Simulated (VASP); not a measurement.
Crystal: KSi3I.

```
K Si I
1.0
     5.26116    0.00000    0.00000
     0.00000    5.26116    0.00000
     0.00000    0.00000    5.26116
K Si I
1 3 1
Direct
  0.00000 0.00000 0.00000
  0.00000 0.50000 0.50000
  0.50000 0.00000 0.50000
  0.50000 0.50000 0.00000
  0.50000 0.50000 0.50000
```

The cell was built from a structure type or drawn by symmetry, and may not be a known phase.

| Quantity | Value |
| --- | --- |
| Program | VASP 6.6.1 |
| Task | relaxation of cell and atoms |
| Functional | PBE |
| Potentials or basis | VASP PAW PBE potentials, release 64 (K_sv, Si, I) |
| Cutoff | 600 eV |
| k mesh | 4 × 4 × 4 |
| Occupations | gaussian, width 0.1 eV |
| Spin | no spin polarisation |

At the start: pressure 5.4 GPa; volume 29.13 Å³/atom.

Task: How do energy, volume and symmetry change on relaxing?

Result: Over 3 steps the energy falls by 73.0 meV/atom and the volume is 34.17 Å³/atom (+17.3 %); space group Pm-3m (No. 221, to 0.1 Å) before and after.

The path:
```tsv
step	energy change (eV)	largest force (eV/Å)	pressure (GPa)	volume (Å³)
1	0.0000	0.0000	5.43	145.63
2	-0.3611	0.0000	0.45	167.46
3	-0.3652	0.0000	-0.05	170.85
```

Final structure:
```
K Si I
1.0
     5.54882    0.00000    0.00000
     0.00000    5.54882    0.00000
     0.00000    0.00000    5.54882
K Si I
1 3 1
Cartesian
  0.0000 0.0000 0.0000
  0.0000 2.7744 2.7744
  2.7744 0.0000 2.7744
  2.7744 2.7744 0.0000
  2.7744 2.7744 2.7744
```

Caveat: the volume moved by over 15 % at a fixed basis, so the end points are rough.
